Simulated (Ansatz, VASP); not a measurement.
## One calculation of LaY4F, two programs

```
La Y F
1.0
     4.40318    0.00000    0.00000
     0.00000    4.40318    0.00000
     0.00000    0.00000    6.23326
La Y F
1 4 1
Direct
  0.00000 0.00000 0.00000
  0.50000 0.00000 0.74647
  0.00000 0.50000 0.25353
  0.50000 0.00000 0.25353
  0.00000 0.50000 0.74647
  0.50000 0.50000 0.50000
```

Change from the starting cell: species swapped into the TbCeO4 type (P4/mmm, No. 123).

Alike in both runs: task single point; functional PBE; k mesh 4 × 4 × 4; occupations gaussian, width 0.1 eV; no spin polarisation.

|  | VASP | Ansatz |
| --- | --- | --- |
| version | VASP 6.6.1 | Ansatz 0.2.0 |
| potentials or method | VASP PAW PBE potentials, release 64 (La, Y_sv, F), cutoff 520 eV | scalar-relativistic, plane waves, PAW |
| valence electrons in the cell | 62 | 62 |

|  | VASP | Ansatz | Ansatz less VASP |
| --- | --- | --- | --- |
| gap on the k mesh at the Fermi level (eV) | none | none | - |
| pressure (GPa) | 26.0 | 26.0 | +0.03 |
| traceless stress, the component that is largest in VASP (GPa) | 0.57 | 0.60 | +0.027 |
| rms of the force components (eV/Å) | 0.717 | 0.718 | +0.0008 |

Atom by atom the forces differ by 0.001 eV/Å (rms over components). A gap of «none» marks a metal or a gap that the smearing closes.

Spin-orbit coupling is off throughout.
